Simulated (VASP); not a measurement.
**MgO: relaxation of cell and atoms with RPBE+D3(BJ)**

The system is MgO.

```xyz
2
Lattice="0.0000 2.3062 2.3062 2.3062 0.0000 2.3062 2.3062 2.3062 0.0000" Properties=species:S:1:pos:R:3 pbc="T T T"
Mg    2.3062    2.3062    2.3062
O     3.4592    3.4592    3.4592
```

- Program: VASP 6.6.1
- Task: relaxation of cell and atoms
- Functional: RPBE
- Dispersion: D3(BJ)
- Potentials or basis: VASP PAW PBE potentials, release 64 (Mg_sv, O)
- Cutoff: 840 eV
- k mesh: 10 × 10 × 10
- Occupations: fermi-dirac, width 0.05 eV
- Spin: no spin polarisation
- Dipole correction: no
- Further INCAR settings: ALGO = Normal; EDIFF = 1e-07; IBRION = 2; EDIFFG = -0.01; NSW = 60; ISIF = 3

The relaxed volume is 11.02 Å³/atom, the relaxed cell is a = 3.147 Å, b = 3.147 Å, c = 3.147 Å, α = 60.00°, β = 60.00°, γ = 60.00° and the space group after relaxing (to 0.1 Å) is F-43m (No. 216). The energy gained by relaxing is 52.5 meV/atom. The ionic steps are 3 and the pressure after relaxing is 0.0 GPa. The band gap on the k mesh is 4.22 eV and the dispersion energy per atom is -1.025 eV.

The path:
| step | energy change (eV) | largest force (eV/Å) | pressure (GPa) | volume (Å³) |
| --- | --- | --- | --- | --- |
| 1 | 0.0000 | 0.0000 | -12.38 | 24.53 |
| 2 | -0.0933 | 0.0000 | 5.24 | 21.32 |
| 3 | -0.1049 | 0.0000 | 0.03 | 22.05 |

Final structure:
```
Mg O
1.0
     0.00000    2.22551    2.22551
     2.22551    0.00000    2.22551
     2.22551    2.22551    0.00000
Mg O
1 1
Direct
  0.50000 0.50000 0.50000
  0.75000 0.75000 0.75000
```

Levels at points of the mesh, in eV from the valence-band top:
```tsv
k point	band 5	band 6	band 7	band 8	band 9	band 10	band 11	band 12
(0.00, 0.00, 0.00)	-16.19	0.00	0.00	0.00	4.22	17.85	17.85	17.85
(0.50, 0.00, 0.00)	-15.40	-3.18	-0.18	-0.18	9.48	10.43	15.37	15.37
(0.50, 0.50, 0.00)	-15.17	-2.64	-0.75	-0.75	6.59	12.12	15.49	17.81
```

Run time: 35 s on 1 thread of Intel(R) Xeon(R) Platinum 8559C (Emerald Rapids), with other jobs on the host, peak memory 0.2 GiB.

Caveat: the dispersion term is far too large for a dense solid, which distorts pressure and volume; the PAW data sets were made with another functional, which shifts forces and pressure a little.
